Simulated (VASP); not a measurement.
# TiO2 (P4_2/mnm) in VASP: a series of runs

TiO2 is run at these levels: PBE; tasks: single point.

Everything below comes from runs of VASP 6.6.1. Logs are shortened: lines on timing, memory, paths and dates and some standing lists are left out, and cuts for length are marked.

## (1) The cell of the first run

Symmetry: P4_2/mnm, No. 136, tetragonal system. Conventional cell: a = 4.594 Å, b = 4.594 Å, c = 2.959 Å, α = 90.00°, β = 90.00°, γ = 90.00°. Ti (site symmetry mmm) has 6 O at 1.95 to 1.98 Å within 2.6 Å. Within 2.6 Å of O (site symmetry m2m) lie 3 Ti at 1.95 to 1.98 Å and 1 O at 2.54 Å.

## (2) Single point, PBE

INCAR reads:

```
PREC = Accurate
ENCUT = 600
EDIFF = 1E-6
ISMEAR = 0
SIGMA = 0.01
LREAL = F
LASPH = T
NELM = 120
ALGO = Normal
ISIF = 2
LWAVE = F
LCHARG = F
GGA = PE
NBANDS = 60
GGA_COMPAT = F
```

KPOINTS reads:

```
regular mesh
0
Gamma
  1 1 1
```

POSCAR reads:

```
TiO2
1.0
    4.5940000000      0.0000000000      0.0000000000
    0.0000000000      4.5940000000      0.0000000000
    0.0000000000      0.0000000000      5.9180000000
Ti O
4 8
Direct
    0.0000000000      0.0000000000      0.0000000000
    0.5000000000      0.5000000000      0.2500000000
    0.0000000000      0.0000000000      0.5000000000
    0.5000000000      0.5000000000      0.7500000000
    0.3048000000      0.3048000000      0.0000000000
    0.6952000000      0.6952000000      0.0000000000
    0.8048000000      0.1952000000      0.2500000000
    0.1952000000      0.8048000000      0.2500000000
    0.3048000000      0.3048000000      0.5000000000
    0.6952000000      0.6952000000      0.5000000000
    0.8048000000      0.1952000000      0.7500000000
    0.1952000000      0.8048000000      0.7500000000
```

Potentials or basis: VASP PAW PBE potentials, release 64 (Ti_sv, O).

Command:

```bash
cat potpaw_PBE.64/Ti_sv/POTCAR potpaw_PBE.64/O/POTCAR > POTCAR
mpirun -np 1 vasp_gam > vasp.out
```

OUTCAR:

```text
PREC = Accurate
   ENCUT = 600
   EDIFF = 1E-6
   ISMEAR = 0
   LREAL = F
   LASPH = T
   NELM = 120
   ISIF = 2
   GGA = PE

 ion  position               nearest neighbor table
   1  0.000  0.000  0.000-   7 1.95   8 1.95  11 1.95  12 1.95   5 1.98   6 1.98
   2  0.500  0.500  0.250-   5 1.95   6 1.95   9 1.95  10 1.95   7 1.98   8 1.98
   3  0.000  0.000  0.500-   7 1.95   8 1.95  11 1.95  12 1.95   9 1.98  10 1.98
   4  0.500  0.500  0.750-   5 1.95   6 1.95   9 1.95  10 1.95  11 1.98  12 1.98
   5  0.305  0.305  0.000-   2 1.95   4 1.95   1 1.98
   6  0.695  0.695  0.000-   2 1.95   4 1.95   1 1.98
   7  0.805  0.195  0.250-   1 1.95   3 1.95   2 1.98
   8  0.195  0.805  0.250-   1 1.95   3 1.95   2 1.98
   9  0.305  0.305  0.500-   2 1.95   4 1.95   3 1.98
  10  0.695  0.695  0.500-   2 1.95   4 1.95   3 1.98
  11  0.805  0.195  0.750-   1 1.95   3 1.95   4 1.98
  12  0.195  0.805  0.750-   1 1.95   3 1.95   4 1.98

  LATTYP: Found a simple tetragonal cell.
 ALAT       =     4.5940000000
 C/A-ratio  =     1.2882020026

  Lattice vectors:

 A1 = (   4.5940000000,   0.0000000000,   0.0000000000)
 A2 = (   0.0000000000,   4.5940000000,   0.0000000000)
 A3 = (   0.0000000000,   0.0000000000,   5.9180000000)

Analysis of symmetry for initial positions (statically):
=====================================================================
 Subroutine PRICEL returns following result:

  LATTYP: Found a simple tetragonal cell.
 ALAT       =     4.5940000000
 C/A-ratio  =     0.6441010013

  Lattice vectors:

 A1 = (   4.5940000000,   0.0000000000,   0.0000000000)
 A2 = (   0.0000000000,   4.5940000000,   0.0000000000)
 A3 = (   0.0000000000,   0.0000000000,   2.9590000000)

   2 primitive cells build up your supercell.

 Routine SETGRP: Setting up the symmetry group for a
 simple tetragonal supercell.

 Subroutine GETGRP returns: Found 16 space group operations
 (whereof  8 operations were pure point group operations)
 out of a pool of 16 trial point group operations.

The static configuration has the point symmetry D_2h.
 The point group associated with its full space group is D_4h.

Analysis of symmetry for dynamics (positions and initial velocities):
=====================================================================
 Subroutine PRICEL returns following result:

  LATTYP: Found a simple tetragonal cell.
 ALAT       =     4.5940000000
 C/A-ratio  =     0.6441010013

  Lattice vectors:

 A1 = (   4.5940000000,   0.0000000000,   0.0000000000)
 A2 = (   0.0000000000,   4.5940000000,   0.0000000000)
 A3 = (   0.0000000000,   0.0000000000,   2.9590000000)

   2 primitive cells build up your supercell.

 Routine SETGRP: Setting up the symmetry group for a
 simple tetragonal supercell.

 Subroutine GETGRP returns: Found 16 space group operations
 (whereof  8 operations were pure point group operations)
 out of a pool of 16 trial point group operations.

The dynamic configuration has the point symmetry D_2h.
 The point group associated with its full space group is D_4h.

 Subroutine INISYM returns: Found 16 space group operations
 (whereof  8 operations are pure point group operations),
 and found     2 'primitive' translations

----------------------------------------------------------------------------------------

                                     Primitive cell

  volume of cell :      62.4492

  direct lattice vectors                    reciprocal lattice vectors
     4.594000000  0.000000000  0.000000000     0.217675229  0.000000000  0.000000000
     0.000000000  4.594000000  0.000000000     0.000000000  0.217675229  0.000000000
     0.000000000  0.000000000  2.959000000     0.000000000  0.000000000  0.337952011

  length of vectors
     4.594000000  4.594000000  2.959000000     0.217675229  0.217675229  0.337952011

  position of ions in fractional coordinates (direct lattice)
     0.000000000  0.000000000  0.000000000
     0.500000000  0.500000000  0.500000000
     0.304800000  0.304800000  0.000000000
     0.695200000  0.695200000  0.000000000
     0.804800000  0.195200000  0.500000000
     0.195200000  0.804800000  0.500000000

  ion indices of the primitive-cell ions
   primitive index   ion index
                 1           1
                 2           2
                 3           5
                 4           6
                 5           7
                 6           8

----------------------------------------------------------------------------------------

 KPOINTS: regular mesh

Automatic generation of k-mesh.
 Grid dimensions read from file:
 generate k-points for:    1    1    1

 Generating k-lattice:

  Cartesian coordinates                     Fractional coordinates (reciprocal lattice)
     0.217675229  0.000000000  0.000000000     1.000000000  0.000000000  0.000000000
     0.000000000  0.217675229  0.000000000     0.000000000  1.000000000  0.000000000
     0.000000000  0.000000000  0.168976005     0.000000000  0.000000000  1.000000000

  Length of vectors
     0.217675229  0.217675229  0.168976005

  Shift w.r.t. Gamma in fractional coordinates (k-lattice)
     0.000000000  0.000000000  0.000000000

 Subroutine IBZKPT returns following result:
 ===========================================

 Found      1 irreducible k-points:

 Following reciprocal coordinates:
            Coordinates               Weight
  0.000000  0.000000  0.000000      1.000000
   k-points           NKPTS =      1   k-points in BZ     NKDIM =      1   number of bands    NBANDS=     60
   number of dos      NEDOS =    301   number of ions     NIONS =     12
   total plane-waves  NPLWV =  76800
   dimension x,y,z NGX =    40 NGY =   40 NGZ =   48
   dimension x,y,z NGXF=    80 NGYF=   80 NGZF=   96
   ions per type =               4   8
   NGX,Y,Z   is equivalent  to a cutoff of  14.48, 14.48, 13.48 a.u.
   NGXF,Y,Z  is equivalent  to a cutoff of  28.95, 28.95, 26.97 a.u.
 SYSTEM =  unknown system
   PREC   = accura    normal or accurate (medium, high low for compatibility)
   ISTART =      0    job   : 0-new  1-cont  2-samecut
   ICHARG =      2    charge: 1-file 2-atom 10-const
   ISPIN  =      1    spin polarized calculation?
   LNONCOLLINEAR =      F non collinear calculations
   LSORBIT =      F    spin-orbit coupling
   LASPH  =      T    aspherical Exc in radial PAW
   ENCUT  =  600.0 eV  44.10 Ry    6.64 a.u.   9.18  9.18 11.82*2*pi/ulx,y,z
   NELM   =    120;   NELMIN=  2; NELMDL= -5     # of ELM steps
   EDIFF  = 0.1E-05   stopping-criterion for ELM
   LREAL  =      F    real-space projection
   EDIFFG = 0.1E-04   stopping-criterion for IOM
   NSW    =      0    number of steps for IOM
   IBRION =     -1    ionic relax: 0-MD 1-quasi-New 2-CG
   NFREE  =      0    steps in history (QN), initial steepest desc. (CG)
   ISIF   =      2    stress and relaxation
   ISYM   =      2    0-nonsym 1-usesym 2-fastsym
   POTIM  = 0.5000    time-step for ionic-motion
   TEBEG  =    0.0;   TEEND  =   0.0 temperature during run
   PSTRESS=    0.0 pullay stress
   NELECT =      96.0000    total number of electrons
   NUPDOWN=      -1.0000    fix difference up-down
   EMIN   =  10.00;   EMAX   =-10.00  energy-range for DOS
   EFERMI =   0.00;   METHOD = LEGACY
   ISMEAR =     0;   SIGMA  =   0.01  broadening in eV -4-tet -1-fermi 0-gaus
   EFERMI_NEDOS =   21; number of points for ismear=-14 and -15
   IALGO  =     38    algorithm
   IMIX   =      4    mixing-type and parameters
     AMIX     =   0.40;   BMIX     =  1.00
     AMIX_MAG =   1.60;   BMIX_MAG =  1.00
  volume/ion in A,a.u.               =      10.41        70.24
  Fermi-wavevector in a.u.,A,eV,Ry     =   1.499614  2.833860 30.597370  2.248843
  Thomas-Fermi vector in A             =   2.611221
   LORBIT       =      0    0 simple, 1 ext, 2 COOP (PROOUT), +10 PAW based schemes
   GGA     = PE    functional components
   LHFCALC =     F    Hartree Fock is set to
   AEXX    =    0.0000 exact exchange contribution
   IVDW    =     0    specifies the selected vdW correction
   LEPSILON=     F    determine dielectric tensor
   LRPA    =     F    only Hartree local field effects (RPA)
 non-spin polarized calculation
 Gauss-broadening in eV      SIGMA  =   0.01
  energy-cutoff  :      600.00
  volume of cell :      124.90
 maximum number of plane-waves:      2078
 NGX is ok and might be reduce to    40
   NGX = 19   NGY = 19   NGZ = 23

 number of electron      95.9999977 magnetization

 Free energy of the ion-electron system (eV)
  ---------------------------------------------------
  ext. energy  EPLUGINS =         0.00000000
  ---------------------------------------------------
  free energy    TOTEN  =      -105.14212435 eV

  energy without entropy =     -105.14212435  energy(sigma->0) =     -105.14212435

 E-fermi :   5.1379     XC(G=0): -11.4138

 val. band max:        4.9841638497   @ k =   0.0000   0.0000   0.0000
 cond. band min:       6.5110300889   @ k =   0.0000   0.0000   0.0000
 fundamental gap:      1.5268662392
 Fermi energy:         5.1379399794

 k-point     1 :       0.0000    0.0000    0.0000
  band No.  band energies     occupation
      1     -52.3784      2.00000
      2     -52.3618      2.00000
      3     -52.3308      2.00000
      4     -52.3308      2.00000
      5     -28.8559      2.00000
      6     -28.8559      2.00000
      7     -28.6706      2.00000
      8     -28.6706      2.00000
      9     -28.5597      2.00000
     10     -28.5597      2.00000
     11     -28.5224      2.00000
     12     -28.5224      2.00000
     13     -28.5003      2.00000
     14     -28.5003      2.00000
     15     -28.4373      2.00000
     16     -28.4046      2.00000
     17     -13.2394      2.00000
     18     -12.0644      2.00000
     19     -11.8427      2.00000
     20     -11.8427      2.00000
     21     -11.7775      2.00000
     22     -11.7775      2.00000
     23     -11.3300      2.00000
     24     -11.3300      2.00000
     25      -0.8641      2.00000
     26      -0.4805      2.00000
     27      -0.0121      2.00000
     28       0.4060      2.00000
     29       0.4060      2.00000
     30       1.0499      2.00000
     31       1.0499      2.00000
     32       1.1877      2.00000
     33       1.1877      2.00000
     34       1.3234      2.00000
     35       1.3234      2.00000
     36       2.1611      2.00000
     37       2.1611      2.00000
     38       2.4059      2.00000
     39       2.4059      2.00000
     40       2.5641      2.00000
     41       2.5641      2.00000
     42       2.9823      2.00000
     43       3.5354      2.00000
     44       3.5354      2.00000
     45       4.2839      2.00000
     46       4.5490      2.00000
     47       4.5490      2.00000
     48       4.9842      2.00000
     49       6.5110      0.00000
     50       6.8688      0.00000
     51       7.0108      0.00000
     52       7.0893      0.00000
     53       7.0893      0.00000
     54       7.6132      0.00000
     55       7.6132      0.00000
     56       7.7983      0.00000
     57       7.7983      0.00000
     58       8.3714      0.00000
     59       8.3714      0.00000
     60       8.9887      0.00000

------------------------ aborting loop because EDIFF is reached ----------------------------------------

  FORCE on cell =-STRESS in cart. coord.  units (eV):
  Direction    XX          YY          ZZ          XY          YZ          ZX
  --------------------------------------------------------------------------------------
  -------------------------------------------------------------------------------------
  Total        7.6099053      7.6099053      2.7602289     -0.0000000      0.0000000      0.0000000
  in kB       97.6186707     97.6186707     35.4077832     -0.0000000      0.0000000      0.0000000
  external PRESSURE =      76.8817082 kB  Pullay stress =       0.0000000 kB

 VOLUME and BASIS-vectors are now :
 -----------------------------------------------------------------------------
  energy-cutoff  :      600.00
  volume of cell :      124.90
      direct lattice vectors                 reciprocal lattice vectors
     4.594000000  0.000000000  0.000000000     0.217675229  0.000000000  0.000000000
     0.000000000  4.594000000  0.000000000     0.000000000  0.217675229  0.000000000
     0.000000000  0.000000000  5.918000000     0.000000000  0.000000000  0.168976005

 POSITION                                       TOTAL-FORCE (eV/Angst)
 -----------------------------------------------------------------------------------
      0.00000      0.00000      0.00000         0.000000      0.000000      0.000000
      2.29700      2.29700      1.47950        -0.000000      0.000000      0.000000
      0.00000      0.00000      2.95900         0.000000      0.000000      0.000000
      2.29700      2.29700      4.43850        -0.000000      0.000000      0.000000
      1.40025      1.40025      0.00000         0.013800      0.013800     -0.000000
      3.19375      3.19375      0.00000        -0.013800     -0.013800     -0.000000
      3.69725      0.89675      1.47950         0.013800     -0.013800     -0.000000
      0.89675      3.69725      1.47950        -0.013800      0.013800     -0.000000
      1.40025      1.40025      2.95900         0.013800      0.013800     -0.000000
      3.19375      3.19375      2.95900        -0.013800     -0.013800     -0.000000
      3.69725      0.89675      4.43850         0.013800     -0.013800     -0.000000
      0.89675      3.69725      4.43850        -0.013800      0.013800     -0.000000
 -----------------------------------------------------------------------------------
    total drift:                               -0.000000     -0.000000     -0.000000

  FREE ENERGIE OF THE ION-ELECTRON SYSTEM (eV)
  ---------------------------------------------------
  free  energy   TOTEN  =      -105.1421243535 eV

  energy  without entropy=     -105.1421243535  energy(sigma->0) =     -105.14212435
```

It took 23 s on 1 thread of Intel Xeon 6975P-C, shared host; peak memory 0.24 GiB.

Results:

| Quantity | Value |
| --- | --- |
| Free energy | -105.1421 eV |
| Pressure | 7.7 GPa |
| Largest force | 0.020 eV/Å |
| Band gap on the k mesh | 1.53 eV |

Forces on the atoms (eV/Å):
```
Ti   0.000  0.000  0.000
Ti   0.000  0.000  0.000
Ti   0.000  0.000  0.000
Ti   0.000  0.000  0.000
O    0.014  0.014  0.000
O   -0.014 -0.014  0.000
O    0.014 -0.014  0.000
O   -0.014  0.014  0.000
O    0.014  0.014  0.000
O   -0.014 -0.014  0.000
O    0.014 -0.014  0.000
O   -0.014  0.014  0.000
```

Stress tensor (GPa, compression positive):
```
9.76 0.00 0.00
0.00 9.76 0.00
0.00 0.00 3.54
```

Caveat: the k points lie up to 1.37 Å⁻¹ apart. PBE gaps usually lie below the measured ones, often by a third to a half.

## (3) Single point, PBE

INCAR reads:

```
SYSTEM = TiO2
  ALGO = Normal
  EDIFF = 1E-6
  ENCUT = 600
  GGA = PE
  GGA_COMPAT = .FALSE.
  ISIF = 2
  ISMEAR = 0
  LASPH = .TRUE.
  LCHARG = .TRUE.
  LELF = .TRUE.
  LREAL = .FALSE.
  LVHAR = .TRUE.
  LWAVE = .FALSE.
  NBANDS = 60
  NELM = 120
  PREC = Accurate
  SIGMA = 0.01
```

KPOINTS reads:

```
k-points
0
G
  1 1 1
  0 0 0
```

POSCAR is that of step 2.

Potentials or basis: VASP PAW PBE potentials, release 64 (Ti_sv, O).

Command:

```bash
cat potpaw_PBE.64/Ti_sv/POTCAR potpaw_PBE.64/O/POTCAR > POTCAR
mpirun -np 1 vasp_gam > vasp.out
```

Wall time 31 s (1 thread of Intel Xeon 6975P-C, shared host); peak memory 0.24 GiB.

It converged, with:

```yaml
Free_energy: -105.1421 eV
Pressure: 7.7 GPa
Largest_force: 0.020 eV/Å
Band_gap_on_the_k_mesh: 1.53 eV
```

Forces in eV/Å, atoms in the order of the input:
```
Ti   0.000  0.000  0.000
Ti   0.000  0.000  0.000
Ti   0.000  0.000  0.000
Ti   0.000  0.000  0.000
O    0.014  0.014  0.000
O   -0.014 -0.014  0.000
O    0.014 -0.014  0.000
O   -0.014  0.014  0.000
O    0.014  0.014  0.000
O   -0.014 -0.014  0.000
O    0.014 -0.014  0.000
O   -0.014  0.014  0.000
```

Stress tensor (GPa, compression positive):
```
9.76 0.00 0.00
0.00 9.76 0.00
0.00 0.00 3.54
```

Levels at points of the mesh, in eV from the valence-band top:
```tsv
k point	band 45	band 46	band 47	band 48	band 49	band 50	band 51	band 52
(0.00, 0.00, 0.00)	-0.70	-0.44	-0.44	0.00	1.53	1.88	2.03	2.11
```

Caveat: the k points lie up to 1.37 Å⁻¹ apart. A k mesh can miss the band edges.
